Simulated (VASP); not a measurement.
# TaGe4Pt (P-6m2) in VASP: a series of runs

Runs on TaGe4Pt. Level: PBE. Tasks: single point, relaxation of cell and atoms.

All numbers are computed with VASP 6.6.1; they aren't measurements. Logs are shortened: lines on timing, memory, paths and dates and some standing lists are left out, and cuts for length are marked.

**1. The cell of the first run**

Symmetry: P-6m2, No. 187, hexagonal system. The conventional cell has a = 4.354 Å, b = 4.354 Å, c = 9.753 Å, α = 90.00°, β = 90.00°, γ = 120.00°. Ta (site symmetry -6m2) has 5 Ge at 2.47 to 2.51 Å within 3.3 Å. Ge (site symmetry -6m2) has 3 Ta at 2.51 Å within 3.3 Å. Within 3.3 Å of Ge (site symmetry -6m2) lie 3 Pt at 2.51 Å. Within 3.2 Å of Ge (site symmetry 3m) lie 1 Pt at 2.41 Å and 1 Ta at 2.47 Å. Within 3.2 Å of Pt (site symmetry -6m2) lie 5 Ge at 2.41 to 2.51 Å.

**2. Single point, PBE**

INCAR reads:

```
PREC = Accurate
ENCUT = 520
EDIFF = 1E-6
ISMEAR = 0
SIGMA = 0.2
LREAL = F
LASPH = T
NELM = 80
ALGO = Normal
ISIF = 2
LWAVE = F
LCHARG = T
GGA = PE
LELF = T
LVHAR = T
NBANDS = 48
```

KPOINTS reads:

```
regular mesh
0
Gamma
  4 4 2
```

POSCAR reads:

```
TaGe4Pt
1.0
    4.3538407196      0.0000000029      0.0000000000
   -2.1769203623      3.7705366657      0.0000000000
    0.0000000000      0.0000000000      9.7534726230
Ta Ge Pt
1 4 1
Direct
    0.0000000000      0.0000000000      0.0000000000
    0.6666666667      0.3333333333      0.0000000000
    0.6666666667      0.3333333333      0.5000000000
    0.0000000000      0.0000000000      0.2530677405
    0.0000000000      0.0000000000      0.7469322595
    0.0000000000      0.0000000000      0.5000000000
```

Potentials or basis: VASP PAW PBE potentials, release 64 (Ta_pv, Ge_d, Pt).

Run with:

```bash
cat potpaw_PBE.64/Ta_pv/POTCAR potpaw_PBE.64/Ge_d/POTCAR potpaw_PBE.64/Pt/POTCAR > POTCAR
mpirun -np 1 vasp_std > vasp.out
```

OUTCAR:

```text
PREC = Accurate
   ENCUT = 520
   EDIFF = 1E-6
   ISMEAR = 0
   LREAL = F
   LASPH = T
   NELM = 80
   ISIF = 2
   GGA = PE

 ion  position               nearest neighbor table
   1  0.000  0.000  0.000-   4 2.47   5 2.47   2 2.51   2 2.51   2 2.51
   2  0.667  0.333  0.000-   1 2.51   1 2.51   1 2.51
   3  0.667  0.333  0.500-   6 2.51   6 2.51   6 2.51
   4  0.000  0.000  0.253-   6 2.41   1 2.47
   5  0.000  0.000  0.747-   6 2.41   1 2.47
   6  0.000  0.000  0.500-   4 2.41   5 2.41   3 2.51   3 2.51   3 2.51

  LATTYP: Found a hexagonal cell.
 ALAT       =     4.3538407196
 C/A-ratio  =     2.2401996883

  Lattice vectors:

 A1 = (   4.3538407196,   0.0000000029,   0.0000000000)
 A2 = (  -2.1769203623,   3.7705366657,   0.0000000000)
 A3 = (   0.0000000000,   0.0000000000,   9.7534726230)

Analysis of symmetry for initial positions (statically):
=====================================================================
 Subroutine PRICEL returns:
 Original cell was already a primitive cell.

 Routine SETGRP: Setting up the symmetry group for a
 hexagonal supercell.

 Subroutine GETGRP returns: Found 12 space group operations
 (whereof 12 operations were pure point group operations)
 out of a pool of 24 trial point group operations.

The static configuration has the point symmetry D_3h.

Analysis of symmetry for dynamics (positions and initial velocities):
=====================================================================
 Subroutine PRICEL returns:
 Original cell was already a primitive cell.

 Routine SETGRP: Setting up the symmetry group for a
 hexagonal supercell.

 Subroutine GETGRP returns: Found 12 space group operations
 (whereof 12 operations were pure point group operations)
 out of a pool of 24 trial point group operations.

The dynamic configuration has the point symmetry D_3h.

 Subroutine INISYM returns: Found 12 space group operations
 (whereof 12 operations are pure point group operations),
 and found     1 'primitive' translations

----------------------------------------------------------------------------------------

                                     Primitive cell

  volume of cell :     160.1161

  direct lattice vectors                    reciprocal lattice vectors
     4.353840720  0.000000003  0.000000000     0.229682265  0.132607118  0.000000000
[... 78 lines left out ...]
   LREAL  =      F    real-space projection
   EDIFFG = 0.1E-04   stopping-criterion for IOM
   NSW    =      0    number of steps for IOM
   IBRION =     -1    ionic relax: 0-MD 1-quasi-New 2-CG
   NFREE  =      0    steps in history (QN), initial steepest desc. (CG)
   ISIF   =      2    stress and relaxation
   ISYM   =      2    0-nonsym 1-usesym 2-fastsym
   POTIM  = 0.5000    time-step for ionic-motion
   TEBEG  =    0.0;   TEEND  =   0.0 temperature during run
   PSTRESS=    0.0 pullay stress
   NELECT =      77.0000    total number of electrons
   NUPDOWN=      -1.0000    fix difference up-down
   EMIN   =  10.00;   EMAX   =-10.00  energy-range for DOS
   EFERMI =   0.00;   METHOD = LEGACY
   ISMEAR =     0;   SIGMA  =   0.20  broadening in eV -4-tet -1-fermi 0-gaus
   EFERMI_NEDOS =   21; number of points for ismear=-14 and -15
   IALGO  =     38    algorithm
   IMIX   =      4    mixing-type and parameters
     AMIX     =   0.40;   BMIX     =  1.00
     AMIX_MAG =   1.60;   BMIX_MAG =  1.00
  volume/ion in A,a.u.               =      26.69       180.09
  Fermi-wavevector in a.u.,A,eV,Ry     =   1.282606  2.423775 22.382662  1.645079
  Thomas-Fermi vector in A             =   2.414908
   LORBIT       =      0    0 simple, 1 ext, 2 COOP (PROOUT), +10 PAW based schemes
   GGA     = PE    functional components
   LHFCALC =     F    Hartree Fock is set to
   AEXX    =    0.0000 exact exchange contribution
   IVDW    =     0    specifies the selected vdW correction
   LEPSILON=     F    determine dielectric tensor
   LRPA    =     F    only Hartree local field effects (RPA)
 non-spin polarized calculation
 Gauss-broadening in eV      SIGMA  =   0.20
  energy-cutoff  :      520.00
  volume of cell :      160.12
 maximum number of plane-waves:      4330
   NGX = 17   NGY = 17   NGZ = 37

 number of electron      76.9999977 magnetization

 Free energy of the ion-electron system (eV)
  ---------------------------------------------------
  ext. energy  EPLUGINS =         0.00000000
  ---------------------------------------------------
  free energy    TOTEN  =       -33.60720638 eV

  energy without entropy =      -33.53917280  energy(sigma->0) =      -33.57318959

 E-fermi :   3.3258     XC(G=0):  -9.4497

 val. band max:        3.3093268899   @ k =   0.5000  -0.0000   0.0000
 cond. band min:       3.3615316676   @ k =   0.0000   0.0000   0.0000
 fundamental gap:      0.0522047776
 Fermi energy:         3.3257736112

 k-point     1 :       0.0000    0.0000    0.0000
  band No.  band energies     occupation
      1     -30.8533      2.00000
      2     -30.8533      2.00000
      3     -30.6879      2.00000
      4     -21.5901      2.00000
      5     -21.5332      2.00000
      6     -21.5332      2.00000
[... 397 lines left out ...]
     47       7.0560      0.00000
     48       8.2418      0.00000

------------------------ aborting loop because EDIFF is reached ----------------------------------------

  FORCE on cell =-STRESS in cart. coord.  units (eV):
  Direction    XX          YY          ZZ          XY          YZ          ZX
  --------------------------------------------------------------------------------------
  -------------------------------------------------------------------------------------
  Total       -0.0461851     -0.0461851     -0.0445471     -0.0000000      0.0000000      0.0000000
  in kB       -0.4621445     -0.4621445     -0.4457535     -0.0000000      0.0000000      0.0000000
  external PRESSURE =      -0.4566808 kB  Pullay stress =       0.0000000 kB

 VOLUME and BASIS-vectors are now :
 -----------------------------------------------------------------------------
  energy-cutoff  :      520.00
  volume of cell :      160.12
      direct lattice vectors                 reciprocal lattice vectors
     4.353840720  0.000000003  0.000000000     0.229682265  0.132607118  0.000000000
    -2.176920362  3.770536666  0.000000000    -0.000000000  0.265214236  0.000000000
     0.000000000  0.000000000  9.753472623     0.000000000  0.000000000  0.102527586

 POSITION                                       TOTAL-FORCE (eV/Angst)
 -----------------------------------------------------------------------------------
      0.00000      0.00000      0.00000        -0.000000      0.000000      0.000000
      2.17692      1.25685      0.00000         0.000000     -0.000000      0.000000
      2.17692      1.25685      4.87674        -0.000000     -0.000000      0.000000
      0.00000      0.00000      2.46829        -0.000000     -0.000000      0.004933
      0.00000      0.00000      7.28518        -0.000000     -0.000000     -0.004933
      0.00000      0.00000      4.87674         0.000000      0.000000      0.000000
 -----------------------------------------------------------------------------------
    total drift:                               -0.000004      0.000002      0.000000

  FREE ENERGIE OF THE ION-ELECTRON SYSTEM (eV)
  ---------------------------------------------------
  free  energy   TOTEN  =       -33.6072063823 eV

  energy  without entropy=      -33.5391728047  energy(sigma->0) =      -33.57318959
```

OSZICAR:

```text
N       E                     dE             d eps       ncg     rms          rms(c)
DAV:   1     0.913080065417E+03    0.91308E+03   -0.36182E+04   984   0.363E+03
DAV:   2     0.123960778457E+03   -0.78912E+03   -0.75941E+03   768   0.106E+03
DAV:   3    -0.237499022401E+02   -0.14771E+03   -0.14342E+03   848   0.231E+02
DAV:   4    -0.349585987007E+02   -0.11209E+02   -0.11021E+02   928   0.727E+01
DAV:   5    -0.352752071308E+02   -0.31661E+00   -0.31628E+00   864   0.130E+01    0.160E+01
DAV:   6    -0.342078612765E+02    0.10673E+01   -0.62740E+00  1024   0.121E+01    0.862E+00
DAV:   7    -0.338628839354E+02    0.34498E+00   -0.33684E+00   904   0.820E+00    0.473E+00
DAV:   8    -0.336180685066E+02    0.24482E+00   -0.90440E-01   944   0.622E+00    0.114E+00
DAV:   9    -0.336059447606E+02    0.12124E-01   -0.13329E-01   880   0.193E+00    0.426E-01
DAV:  10    -0.336065242535E+02   -0.57949E-03   -0.12434E-02   936   0.600E-01    0.232E-01
DAV:  11    -0.336070268370E+02   -0.50258E-03   -0.20160E-03   944   0.277E-01    0.863E-02
DAV:  12    -0.336071837874E+02   -0.15695E-03   -0.25688E-04   936   0.863E-02    0.208E-02
DAV:  13    -0.336071976974E+02   -0.13910E-04   -0.40977E-05   904   0.431E-02    0.104E-02
DAV:  14    -0.336072057876E+02   -0.80902E-05   -0.15107E-05   664   0.164E-02    0.365E-03
DAV:  15    -0.336072063823E+02   -0.59468E-06   -0.14667E-06   648   0.864E-03
   1 F= -.33607206E+02 E0= -.33573190E+02  d E =-.680336E-01
```

stdout:

```text
POSCAR found type information on POSCAR TaGePt
 POSCAR found :  3 types and       6 ions
 scaLAPACK will be used
 LDA part: xc-table for (Slater+PW92), standard interpolation
 POSCAR, INCAR and KPOINTS ok, starting setup
 FFT: planning ... GRIDC
 FFT: planning ... GRID_SOFT
 FFT: planning ... GRID
 WAVECAR not read
 entering main loop
```

Wall time 40 s (1 thread of AMD EPYC 9R45 (Zen 5), shared host); peak memory 0.26 GiB.

What came out:

- Free energy: -33.6072 eV
- Pressure: 0.0 GPa
- Largest force: 0.005 eV/Å

Forces on the atoms (eV/Å):
```
Ta   0.000  0.000  0.000
Ge   0.000  0.000  0.000
Ge   0.000  0.000  0.000
Ge   0.000  0.000  0.005
Ge   0.000  0.000 -0.005
Pt   0.000  0.000  0.000
```

Caveat: the k points lie up to 0.42 Å⁻¹ apart; spin-orbit coupling is left out, which moves the levels of the heavy elements.

**3. Relaxation of cell and atoms, PBE**

This run uses another cell than the first one, of 19.87 Å³/atom, 0.745 times its volume.

INCAR reads:

```
ALGO     = Normal         # electronic algorithm
EDIFF    = 1E-6           # SCF threshold, eV
EDIFFG   = -0.08          # ionic threshold
ENCUT    = 600            # plane-wave cutoff, eV
GGA      = PE             # functional
IBRION   = 2              # ionic algorithm
ISIF     = 3              # what is computed and relaxed
ISMEAR   = 0              # smearing method
LASPH    = T              # aspherical terms in the spheres
LCHARG   = F              # write CHGCAR
LREAL    = F              # projectors in reciprocal space
LWAVE    = F              # write WAVECAR
NELM     = 60             # most SCF steps
NSW      = 36             # ionic steps
PREC     = Accurate       # precision mode
SIGMA    = 0.2            # smearing width, eV
```

KPOINTS reads:

```
k-points
0
Gamma
  4 4 2
```

POSCAR reads:

```
TaGe4Pt
1.0
    4.2701878100      0.0000000000      0.0000000000
   -2.1350939100      3.6980911200      0.0000000000
    0.0000000000      0.0000000000      7.5487521200
Ta Ge Pt
1 4 1
Direct
    0.0000000000      0.0000000000      0.0000000000
    0.6666666700      0.3333333300      0.0000000000
    0.6666666700      0.3333333300      0.5000000000
    0.0000000000      0.0000000000      0.2616015400
    0.0000000000      0.0000000000      0.7383984600
    0.0000000000      0.0000000000      0.5000000000
```

Potentials or basis: VASP PAW PBE potentials, release 64 (Ta_pv, Ge_d, Pt).

Run with:

```bash
cat potpaw_PBE.64/Ta_pv/POTCAR potpaw_PBE.64/Ge_d/POTCAR potpaw_PBE.64/Pt/POTCAR > POTCAR
mpirun -np 1 vasp_std > vasp.out
```

It took 17 min on 1 thread of AMD EPYC 9R45 (Zen 5), shared host; peak memory 0.27 GiB.

It converged, with:

* Free energy: -33.5829 eV
* Relaxed volume: 26.66 Å³/atom
* Relaxed cell: a = 4.354 Å, b = 4.354 Å, c = 9.741 Å, α = 90.00°, β = 90.00°, γ = 120.00°
* Space group after relaxing (to 0.05 Å): P-6m2 (No. 187)
* Energy gained by relaxing: 2888.2 meV/atom
* Ionic steps: 35
* Pressure after relaxing: 0.0 GPa
* Largest force after relaxing: 0.024 eV/Å

Forces on the atoms (eV/Å):
```
Ta   0.000  0.000  0.000
Ge   0.000  0.000  0.000
Ge   0.000  0.000  0.000
Ge   0.000  0.000  0.024
Ge   0.000  0.000 -0.024
Pt   0.000  0.000  0.000
```

Stress tensor (GPa, compression positive):
```
-0.09  0.00  0.00
 0.00 -0.09  0.00
 0.00  0.00  0.12
```

Step by step:
```csv
step,energy change (eV),largest force (eV/Å),pressure (GPa),volume (Å³)
1,0.0000,13.3710,80.74,119.21
2,12.8170,1.6945,-39.37,311.31
3,-13.8456,0.8041,-3.66,204.18
4,-13.9688,1.2476,-2.82,200.39
5,-14.1199,2.4427,-0.98,192.24
6,-14.1325,2.7010,-0.63,190.72
7,-14.3912,0.4557,-2.50,188.42
8,-14.4061,0.7347,-2.28,188.93
9,-14.8621,1.4033,-1.03,177.66
10,-16.2959,2.3818,7.97,146.02
11,28.0906,57.3069,194.24,92.06
12,-14.5857,6.9092,13.80,145.22
13,-12.1067,3.1307,47.20,117.18
14,-14.1942,8.0882,18.04,140.38
15,-13.9298,7.5989,28.37,128.52
16,-14.1410,8.1350,22.99,133.79
17,-14.1084,8.0495,24.26,132.44
18,-14.1294,7.9435,24.35,132.09
19,-14.1819,7.6077,25.32,131.07
20,-14.2358,6.8632,27.13,129.04
21,-14.2953,6.7680,26.91,129.27
22,-14.4689,6.4873,25.75,129.96
23,-14.7955,5.9476,23.68,131.35
24,-15.3699,4.9444,19.87,134.15
25,-16.2338,3.2495,13.25,139.88
26,-17.0598,1.0861,3.57,151.80
27,-17.1329,0.6344,1.06,155.97
28,-17.1389,0.5171,0.43,157.30
29,-17.1857,0.4829,0.35,157.70
30,-17.2873,0.3504,-0.03,158.86
31,-17.3035,0.0346,-0.01,161.08
32,-17.3282,0.1591,-0.07,160.11
33,-17.3282,0.1495,-0.10,160.17
34,-17.3287,0.1180,-0.08,160.11
35,-17.3295,0.0240,-0.02,159.94
```

Final structure:
```yaml
crystal:
  lattice:
    - [4.35421, 0.00000, 0.00000]
    - [-2.17710, 3.77086, 0.00000]
    - [0.00000, 0.00000, 9.74081]
  atoms:
    - { symbol: Ta, position: [0.00000, 0.00000, 0.00000] }
    - { symbol: Ge, position: [0.66667, 0.33333, 0.00000] }
    - { symbol: Ge, position: [0.66667, 0.33333, 0.50000] }
    - { symbol: Ge, position: [0.00000, 0.00000, 0.25295] }
    - { symbol: Ge, position: [0.00000, 0.00000, 0.74705] }
    - { symbol: Pt, position: [0.00000, 0.00000, 0.50000] }
```

Levels at points of the mesh, in eV from the Fermi level:
```tsv
k point	band 35	band 36	band 37	band 38	band 39	band 40	band 41	band 42
(0.00, 0.00, 0.00)	-2.02	0.03	0.03	0.87	0.92	0.99	0.99	3.08
(0.50, 0.00, 0.00)	-2.34	-0.95	-0.42	-0.35	-0.16	-0.01	1.08	1.25
(0.00, 0.00, 0.50)	-2.02	-0.26	-0.26	0.69	1.74	2.07	2.07	2.28
(0.50, 0.00, 0.50)	-2.31	-1.78	-0.96	-0.72	-0.15	0.48	0.97	1.45
```

Caveat: the k points lie up to 0.42 Å⁻¹ apart in the final cell; the volume moved by over 15 % at a fixed basis, so the end points are rough; spin-orbit coupling is left out, which moves the levels of the heavy elements; the relaxation stopped at a loose force limit of 0.08 eV/Å, so its end isn't a converged minimum.
